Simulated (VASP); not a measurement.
# TiC (Fm-3m) in VASP: a series of runs

Runs on TiC. Level: r2SCAN. Tasks: single point.

All numbers are computed with VASP 6.6.1; they aren't measurements. Logs are shortened: lines on timing, memory, paths and dates and some standing lists are left out, and cuts for length are marked.

### 1 The cell of the first run

It takes space group Fm-3m (No. 225, cubic). Conventional cell: a = 4.198 Å, b = 4.198 Å, c = 4.198 Å, α = 90.00°, β = 90.00°, γ = 90.00°. Ti (site symmetry m-3m) has 6 C at 2.10 Å within 2.8 Å. Within 2.8 Å of C (site symmetry m-3m) lie 6 Ti at 2.10 Å.

### 2 Single point, r2SCAN (strain -0.030 along x and y, -0.030 along z)

Contents of POSCAR:

```
TiC
1.0
    0.0000000000      2.0990800000      2.0990800000
    2.0990800000      0.0000000000      2.0990800000
    2.0990800000      2.0990800000      0.0000000000
Ti C
1 1
Direct
    0.0000000000      0.0000000000      0.0000000000
    0.5000000000      0.5000000000      0.5000000000
```

Contents of INCAR.step1:

```
PREC = Accurate
ENCUT = 520
ISMEAR = 0
SIGMA = 0.15
LREAL = F
LASPH = T
NELM = 60
NBANDS = 15
GGA = PE
ALGO = Normal
EDIFF = 1E-4
LWAVE = T
LCHARG = F
```

Contents of INCAR.step2:

```
PREC = Accurate
ENCUT = 520
EDIFF = 1E-7
ISMEAR = 0
SIGMA = 0.15
LREAL = F
LASPH = T
NELM = 60
ALGO = Normal
ISIF = 2
LWAVE = F
LCHARG = T
METAGGA = R2SCAN
LMIXTAU = T
LELF = T
LVHAR = T
NBANDS = 15
ISTART = 1
```

Contents of KPOINTS:

```
regular mesh
0
Gamma
  18 18 18
```

Potentials or basis: VASP PAW PBE potentials, release 64 (Ti_sv, C).

On the command line:

```
$ cat potpaw_PBE.64/Ti_sv/POTCAR potpaw_PBE.64/C/POTCAR > POTCAR
$ cp INCAR.step1 INCAR
$ mpirun -np 1 vasp_std > vasp.out
$ cp INCAR.step2 INCAR
$ mpirun -np 1 vasp_std > vasp.out
```

OUTCAR:

```text
PREC = Accurate
   ENCUT = 520
   EDIFF = 1E-7
   ISMEAR = 0
   LREAL = F
   LASPH = T
   NELM = 60
   ISIF = 2
   METAGGA = R2SCAN
   ISTART = 1

 ion  position               nearest neighbor table
   1  0.000  0.000  0.000-   2 2.10   2 2.10   2 2.10   2 2.10   2 2.10   2 2.10
   2  0.500  0.500  0.500-   1 2.10   1 2.10   1 2.10   1 2.10   1 2.10   1 2.10

  LATTYP: Found a face centered cubic cell.
 ALAT       =     4.1981600000

  Lattice vectors:

 A1 = (   0.0000000000,   2.0990800000,   2.0990800000)
 A2 = (   2.0990800000,   0.0000000000,   2.0990800000)
 A3 = (   2.0990800000,   2.0990800000,   0.0000000000)

Analysis of symmetry for initial positions (statically):
=====================================================================
 Subroutine PRICEL returns:
 Original cell was already a primitive cell.

 Routine SETGRP: Setting up the symmetry group for a
 face centered cubic supercell.

 Subroutine GETGRP returns: Found 48 space group operations
 (whereof 48 operations were pure point group operations)
 out of a pool of 48 trial point group operations.

The static configuration has the point symmetry O_h .

Analysis of symmetry for dynamics (positions and initial velocities):
=====================================================================
 Subroutine PRICEL returns:
 Original cell was already a primitive cell.

 Routine SETGRP: Setting up the symmetry group for a
 face centered cubic supercell.

 Subroutine GETGRP returns: Found 48 space group operations
 (whereof 48 operations were pure point group operations)
 out of a pool of 48 trial point group operations.

The dynamic configuration has the point symmetry O_h .

 Subroutine INISYM returns: Found 48 space group operations
 (whereof 48 operations are pure point group operations),
 and found     1 'primitive' translations

----------------------------------------------------------------------------------------

                                     Primitive cell

  volume of cell :      18.4977

  direct lattice vectors                    reciprocal lattice vectors
     0.000000000  2.099080000  2.099080000    -0.238199592  0.238199592  0.238199592
     2.099080000  0.000000000  2.099080000     0.238199592 -0.238199592  0.238199592
     2.099080000  2.099080000  0.000000000     0.238199592  0.238199592 -0.238199592

  length of vectors
     2.968547405  2.968547405  2.968547405     0.412573796  0.412573796  0.412573796

  position of ions in fractional coordinates (direct lattice)
     0.000000000  0.000000000  0.000000000
     0.500000000  0.500000000  0.500000000

  ion indices of the primitive-cell ions
   primitive index   ion index
                 1           1
                 2           2

----------------------------------------------------------------------------------------

 KPOINTS: regular mesh

Automatic generation of k-mesh.
 Grid dimensions read from file:
 generate k-points for:   18   18   18

 Generating k-lattice:

  Cartesian coordinates                     Fractional coordinates (reciprocal lattice)
    -0.013233311  0.013233311  0.013233311     0.055555556  0.000000000  0.000000000
     0.013233311 -0.013233311  0.013233311     0.000000000  0.055555556  0.000000000
     0.013233311  0.013233311 -0.013233311     0.000000000  0.000000000  0.055555556

  Length of vectors
     0.022920766  0.022920766  0.022920766

  Shift w.r.t. Gamma in fractional coordinates (k-lattice)
     0.000000000  0.000000000  0.000000000

 Subroutine IBZKPT returns following result:
 ===========================================

 Found    195 irreducible k-points:

 Following reciprocal coordinates:
            Coordinates               Weight
  0.000000  0.000000  0.000000      1.000000
  0.055556  0.000000  0.000000      8.000000
  0.111111  0.000000  0.000000      8.000000
  0.166667  0.000000  0.000000      8.000000
  0.222222  0.000000  0.000000      8.000000
  0.277778  0.000000  0.000000      8.000000
[... 16 lines left out ...]
 -0.277778  0.055556  0.000000     24.000000
 -0.222222  0.055556  0.000000     24.000000
 [... further k-points ...]
   k-points           NKPTS =    195   k-points in BZ     NKDIM =    195   number of bands    NBANDS=     15
   number of dos      NEDOS =    301   number of ions     NIONS =      2
   total plane-waves  NPLWV =  13824
   dimension x,y,z NGX =    24 NGY =   24 NGZ =   24
   dimension x,y,z NGXF=    48 NGYF=   48 NGZF=   48
   ions per type =               1   1
   NGX,Y,Z   is equivalent  to a cutoff of  13.44, 13.44, 13.44 a.u.
   NGXF,Y,Z  is equivalent  to a cutoff of  26.88, 26.88, 26.88 a.u.
 SYSTEM =  unknown system
   PREC   = accura    normal or accurate (medium, high low for compatibility)
   ISTART =      1    job   : 0-new  1-cont  2-samecut
   ICHARG =      0    charge: 1-file 2-atom 10-const
   ISPIN  =      1    spin polarized calculation?
   LNONCOLLINEAR =      F non collinear calculations
   LSORBIT =      F    spin-orbit coupling
   LASPH  =      T    aspherical Exc in radial PAW
   ENCUT  =  520.0 eV  38.22 Ry    6.18 a.u.   5.52  5.52  5.52*2*pi/ulx,y,z
   NELM   =     60;   NELMIN=  2; NELMDL=  0     # of ELM steps
   EDIFF  = 0.1E-06   stopping-criterion for ELM
   LREAL  =      F    real-space projection
   EDIFFG = 0.1E-05   stopping-criterion for IOM
   NSW    =      0    number of steps for IOM
   IBRION =     -1    ionic relax: 0-MD 1-quasi-New 2-CG
   NFREE  =      0    steps in history (QN), initial steepest desc. (CG)
   ISIF   =      2    stress and relaxation
   ISYM   =      2    0-nonsym 1-usesym 2-fastsym
   POTIM  = 0.5000    time-step for ionic-motion
   TEBEG  =    0.0;   TEEND  =   0.0 temperature during run
   PSTRESS=    0.0 pullay stress
   NELECT =      16.0000    total number of electrons
   NUPDOWN=      -1.0000    fix difference up-down
   EMIN   =  10.00;   EMAX   =-10.00  energy-range for DOS
   EFERMI =   0.00;   METHOD = LEGACY
   ISMEAR =     0;   SIGMA  =   0.15  broadening in eV -4-tet -1-fermi 0-gaus
   EFERMI_NEDOS =   21; number of points for ismear=-14 and -15
   IALGO  =     38    algorithm
   IMIX   =      4    mixing-type and parameters
     AMIX     =   0.40;   BMIX     =  1.00
     AMIX_MAG =   1.60;   BMIX_MAG =  1.00
  volume/ion in A,a.u.               =       9.25        62.41
  Fermi-wavevector in a.u.,A,eV,Ry     =   1.559825  2.947642 33.103704  2.433054
  Thomas-Fermi vector in A             =   2.663127
   LORBIT       =      0    0 simple, 1 ext, 2 COOP (PROOUT), +10 PAW based schemes
   METAGGA = R2SCAN    functional components
   LHFCALC =     F    Hartree Fock is set to
   AEXX    =    0.0000 exact exchange contribution
   IVDW    =     0    specifies the selected vdW correction
   LEPSILON=     F    determine dielectric tensor
   LRPA    =     F    only Hartree local field effects (RPA)
 non-spin polarized calculation
 Gauss-broadening in eV      SIGMA  =   0.15
  energy-cutoff  :      520.00
  volume of cell :       18.50
 maximum number of plane-waves:       531
 NGX is ok and might be reduce to    24
   NGX = 11   NGY = 11   NGZ = 11

 number of electron      15.9999997 magnetization

 Free energy of the ion-electron system (eV)
  ---------------------------------------------------
  ext. energy  EPLUGINS =         0.00000000
  ---------------------------------------------------
  free energy    TOTEN  =       -24.71021206 eV

  energy without entropy =      -24.70726313  energy(sigma->0) =      -24.70873759

 E-fermi :  10.6412     XC(G=0): -14.1432

 val. band max:       10.6308366211   @ k =   0.4444   0.3889   0.0000
 cond. band min:      10.6516165225   @ k =   0.2778   0.2222   0.0000
 fundamental gap:      0.0207799014
 Fermi energy:        10.6412183729

 k-point     1 :       0.0000    0.0000    0.0000
  band No.  band energies     occupation
      1     -48.0532      2.00000
      2     -22.9728      2.00000
      3     -22.9728      2.00000
      4     -22.9728      2.00000
      5      -3.0129      2.00000
      6      11.5334      0.00000
      7      11.5334      0.00000
      8      11.5334      0.00000
      9      12.4216      0.00000
     10      12.4216      0.00000
     11      12.4216      0.00000
     12      12.5647      0.00000
     13      12.5647      0.00000
     14      23.3099      0.00000
     15      25.8363      0.00000

 k-point     2 :       0.0556    0.0000    0.0000
  band No.  band energies     occupation
      1     -48.0498      2.00000
      2     -22.9959      2.00000
      3     -22.9747      2.00000
      4     -22.9747      2.00000
      5      -2.9318      2.00000
      6      11.0525      0.00011
      7      11.2687      0.00000
      8      11.2687      0.00000
      9      11.8343      0.00000
     10      11.8343      0.00000
     11      12.7318      0.00000
     12      13.5395      0.00000
     13      13.5395      0.00000
     14      23.4409      0.00000
     15      25.8930      0.00000

 k-point     3 :       0.1111    0.0000    0.0000
  band No.  band energies     occupation
      1     -48.0399      2.00000
      2     -23.0618      2.00000
      3     -22.9802      2.00000
      4     -22.9802      2.00000
      5      -2.6929      2.00000
      6      10.1690      1.99999
      7      10.4294      1.95413
      8      10.4295      1.95413
      9      11.9288      0.00000
     10      11.9288      0.00000
     11      13.1465      0.00000
     12      14.6445      0.00000
     13      14.6445      0.00000
     14      23.7669      0.00000
     15      26.0002      0.00000
[... 343 lines left out ...]
 k-point    23 :      -0.2778    0.0556    0.0000
  band No.  band energies     occupation
      1     -47.9775      2.00000
      2     -23.4469      2.00000
      3     -23.0397      2.00000
      4     -23.0044      2.00000
      5      -0.9424      2.00000
      6       6.6384      2.00000
      7       7.9638      2.00000
      8       8.2400      2.00000
      9      12.9412      0.00000
     10      13.3334      0.00000
     11      14.4424      0.00000
     12      17.5711      0.00000
     13      18.7099      0.00000
     14      22.7879      0.00000
     15      27.4049      0.00000

 k-point    24 :      -0.2222    0.0556    0.0000
  band No.  band energies     occupation
      1     -47.9971      2.00000
      2     -23.3257      2.00000
      3     -23.0283      2.00000
      4     -22.9929      2.00000
      5      -1.5593      2.00000
      6       7.6406      2.00000
      7       8.4783      2.00000
      8       8.8152      2.00000
      9      12.5055      0.00000
     10      12.9532      0.00000
     11      14.0884      0.00000
     12      16.5949      0.00000
     13      17.7842      0.00000
     14      23.6864      0.00000
     15      26.6759      0.00000

 [... further k-points ...]

------------------------ aborting loop because EDIFF is reached ----------------------------------------

  FORCE on cell =-STRESS in cart. coord.  units (eV):
  Direction    XX          YY          ZZ          XY          YZ          ZX
  --------------------------------------------------------------------------------------
  -------------------------------------------------------------------------------------
  Total        3.4483535      3.4483535      3.4483535      0.0000000      0.0000000      0.0000000
  in kB      298.6794859    298.6794859    298.6794859      0.0000000      0.0000000      0.0000000
  external PRESSURE =     298.6794859 kB  Pullay stress =       0.0000000 kB

 VOLUME and BASIS-vectors are now :
 -----------------------------------------------------------------------------
  energy-cutoff  :      520.00
  volume of cell :       18.50
      direct lattice vectors                 reciprocal lattice vectors
     0.000000000  2.099080000  2.099080000    -0.238199592  0.238199592  0.238199592
     2.099080000  0.000000000  2.099080000     0.238199592 -0.238199592  0.238199592
     2.099080000  2.099080000  0.000000000     0.238199592  0.238199592 -0.238199592

 POSITION                                       TOTAL-FORCE (eV/Angst)
 -----------------------------------------------------------------------------------
      0.00000      0.00000      0.00000        -0.000000      0.000000      0.000000
      2.09908      2.09908      2.09908         0.000000     -0.000000     -0.000000
 -----------------------------------------------------------------------------------
    total drift:                                0.000000     -0.000000     -0.000000

  FREE ENERGIE OF THE ION-ELECTRON SYSTEM (eV)
  ---------------------------------------------------
  free  energy   TOTEN  =       -24.7102120573 eV

  energy  without entropy=      -24.7072631322  energy(sigma->0) =      -24.70873759
```

Run time: 2 min. Hardware: 1 thread of Intel Xeon Platinum 8488C (Sapphire Rapids), shared host; peak memory 0.19 GiB.

What came out:

- Free energy: -24.7102 eV
- Pressure: 29.9 GPa
- Band gap on the k mesh: zero (band 8 reaches 11.53 eV, above the bottom of band 9 at 10.16 eV)

Caveat: the cell differs from its parent crystal (strain -0.030 along x and y, -0.030 along z); the PAW data sets were made with another functional, which shifts forces and pressure a little.

### 3 Single point, r2SCAN (strain -0.015 along x and y, -0.015 along z)

Contents of POSCAR:

```
TiC
1.0
    0.0000000000      2.1315400000      2.1315400000
    2.1315400000      0.0000000000      2.1315400000
    2.1315400000      2.1315400000      0.0000000000
Ti C
1 1
Direct
    0.0000000000      0.0000000000      0.0000000000
    0.5000000000      0.5000000000      0.5000000000
```

Contents of INCAR.step1:

```
ALGO = Normal
EDIFF = 1E-4
ENCUT = 520
GGA = PE
ISMEAR = 0
LASPH = True
LCHARG = False
LREAL = False
LWAVE = True
NBANDS = 15
NELM = 100
PREC = Accurate
SIGMA = 0.15
```

Contents of INCAR.step2:

```
ALGO = Normal
EDIFF = 1E-6
ENCUT = 520
ISIF = 2
ISMEAR = 0
ISTART = 1
LASPH = True
LCHARG = False
LMIXTAU = True
LREAL = False
LWAVE = False
METAGGA = R2SCAN
NBANDS = 15
NELM = 100
PREC = Accurate
SIGMA = 0.15
```

Contents of KPOINTS:

```
k-points
0
Gamma
  18 18 18
```

Potentials or basis: VASP PAW PBE potentials, release 64 (Ti_sv, C).

On the command line:

```
$ cat potpaw_PBE.64/Ti_sv/POTCAR potpaw_PBE.64/C/POTCAR > POTCAR
$ cp INCAR.step1 INCAR
$ mpirun -np 1 vasp_std > vasp.out
$ cp INCAR.step2 INCAR
$ mpirun -np 1 vasp_std > vasp.out
```

It took 99 s on 1 thread of Intel Xeon Platinum 8488C (Sapphire Rapids), shared host; peak memory 0.18 GiB.

The run converged. Its results:

```
Free energy            : -24.8289 eV
Pressure               : 14.0 GPa
Band gap on the k mesh : zero (band 8 reaches 10.95 eV, above the bottom of band 9 at 9.59 eV)
```

Levels at points of the mesh, in eV from the Fermi level:
| k point | band 5 | band 6 | band 7 | band 8 | band 9 | band 10 | band 11 | band 12 |
| --- | --- | --- | --- | --- | --- | --- | --- | --- |
| (0.00, 0.00, 0.00) | -13.44 | 0.88 | 0.88 | 0.88 | 1.72 | 1.72 | 1.72 | 1.82 |
| (0.50, 0.00, 0.00) | -9.70 | -6.32 | -3.30 | -3.30 | 3.34 | 3.34 | 4.66 | 8.96 |
| (0.50, 0.50, 0.00) | -11.15 | -3.72 | -1.67 | -0.11 | -0.11 | 2.91 | 4.01 | 4.01 |

Caveat: the cell differs from its parent crystal (strain -0.015 along x and y, -0.015 along z); the PAW data sets were made with another functional, which shifts forces and pressure a little.

### 4 Single point, r2SCAN (strain +0.015 along x and y, +0.015 along z)

Contents of POSCAR:

```
TiC
1.0
    0.0000000000      2.1964600000      2.1964600000
    2.1964600000      0.0000000000      2.1964600000
    2.1964600000      2.1964600000      0.0000000000
Ti C
1 1
Direct
    0.0000000000      0.0000000000      0.0000000000
    0.5000000000      0.5000000000      0.5000000000
```

Contents of INCAR.step1:

```
PREC = Accurate ; ENCUT = 520
ISMEAR = 0 ; SIGMA = 0.15
LREAL = F ; LASPH = T
NELM = 80 ; NBANDS = 15
GGA = PE ; ALGO = Normal
EDIFF = 1E-4 ; LWAVE = T
LCHARG = F
```

Contents of INCAR.step2:

```
PREC = Accurate ; ENCUT = 520
EDIFF = 1E-6 ; ISMEAR = 0
SIGMA = 0.15 ; LREAL = F
LASPH = T ; NELM = 80
ALGO = Normal ; ISIF = 2
LWAVE = F ; LCHARG = F
METAGGA = R2SCAN ; LMIXTAU = T
NBANDS = 15 ; ISTART = 1
```

Contents of KPOINTS:

```
regular mesh
0
Gamma
  18 18 18
```

On the command line:

```
$ cat potpaw_PBE.64/Ti_sv/POTCAR potpaw_PBE.64/C/POTCAR > POTCAR
$ cp INCAR.step1 INCAR
$ mpirun -np 1 vasp_std > vasp.out
$ cp INCAR.step2 INCAR
$ mpirun -np 1 vasp_std > vasp.out
```

Wall time 1.7 min (1 thread of Intel Xeon Platinum 8488C (Sapphire Rapids), shared host); peak memory 0.19 GiB.

The run converged. Its results:

| Item | Value |
| --- | --- |
| Free energy | -24.8440 eV |
| Pressure | -9.9 GPa |
| Band gap on the k mesh | zero (band 8 reaches 9.84 eV, above the bottom of band 9 at 8.54 eV) |

Levels at points of the mesh, in eV from the Fermi level:
| k point | band 4 | band 5 | band 6 | band 7 | band 8 | band 9 | band 10 | band 11 | band 12 | band 13 |
| --- | --- | --- | --- | --- | --- | --- | --- | --- | --- | --- |
| (0.00, 0.00, 0.00) | -34.12 | -13.01 | 0.83 | 0.83 | 0.83 | 1.60 | 1.60 | 1.60 | 1.61 | 1.61 |
| (0.50, 0.00, 0.00) | -34.16 | -9.70 | -5.90 | -3.00 | -3.00 | 2.96 | 2.96 | 4.12 | 8.09 | 8.09 |
| (0.50, 0.50, 0.00) | -34.27 | -10.77 | -3.65 | -1.40 | -0.19 | -0.19 | 2.56 | 3.55 | 3.55 | 5.54 |

Caveat: the cell differs from its parent crystal (strain +0.015 along x and y, +0.015 along z); the PAW data sets were made with another functional, which shifts forces and pressure a little.

(Continued in part 2 of 2.)
